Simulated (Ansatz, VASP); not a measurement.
## Two plane-wave programs on HfB2

INCAR

```
ALGO = Normal ; EDIFF = 1E-8
ENCUT = 520 ; ISIF = 2
ISMEAR = -1 ; LASPH = True
LCHARG = False ; LEFG = True
LREAL = False ; LWAVE = False
NBANDS = 15 ; NELM = 80
PREC = Accurate ; SIGMA = 0.05
```

File KPOINTS:

```
k-points
0
Gamma
  17 17 13
```

The input POSCAR:

```
HfB2
1.0
    3.1400000000      0.0000000000      0.0000000000
   -1.5700000000      2.7193197679      0.0000000000
    0.0000000000      0.0000000000      3.4800000000
Hf B
1 2
Direct
    0.0000000000      0.0000000000      0.0000000000
    0.3333333333      0.6666666667      0.5000000000
    0.6666666667      0.3333333333      0.5000000000
```

Input for Ansatz:

```yaml
crystal:
  lattice:
    - [3.14, 0.0, 0.0]
    - [-1.57, 2.7193197679, 0.0]
    - [0.0, 0.0, 3.48]
  atoms:
    - { symbol: Hf, position: [0.0, 0.0, 0.0] }
    - { symbol: B, position: [0.3333333333, 0.6666666667, 0.5] }
    - { symbol: B, position: [0.6666666667, 0.3333333333, 0.5] }
kpoints:
  mp_grid: { grid: [17, 17, 13] }
scf:
  occupations: { method: fermi_dirac, width: 0.05 }
hamiltonian:
  xc: lda
  pseudopotentials: { kind: paw }
output:
  forces: true
  stress: true
  populations: true
  efg:
    quadrupole_moments_barn: { Hf: 3.365, B: 0.04059 }
    contact_densities: true
```

Alike in both runs: task electric field gradients; functional LDA; k mesh 17 × 17 × 13; occupations fermi-dirac, width 0.05 eV; no spin polarisation.

|  | VASP | Ansatz |
| --- | --- | --- |
| version | VASP 6.6.1 | Ansatz 0.2.0 |
| potentials or method | VASP PAW LDA potentials, release 64 (Hf_pv, B) | plane-wave PAW, scalar-relativistic |
| plane-wave cutoff (eV) | 520 | 420 |
| valence electrons in the cell | 16 | 32 |

```tsv
	VASP	Ansatz	Ansatz less VASP
pressure (GPa)	-9.7	-10.2	-0.45
traceless stress, the component that is largest in VASP (GPa)	-0.23	-0.48	-0.246
size of Vzz on the site where it differs most (V/Å²)	83.5	110.5	+27.01
```

LDA's correlation is that of Perdew and Zunger in VASP and of Perdew and Wang (1992) in Ansatz. VASP's potentials hold 16 valence electrons a cell and Ansatz's 32, so a difference there can come from the potentials and not from the codes.

Neither program's run includes spin-orbit coupling.
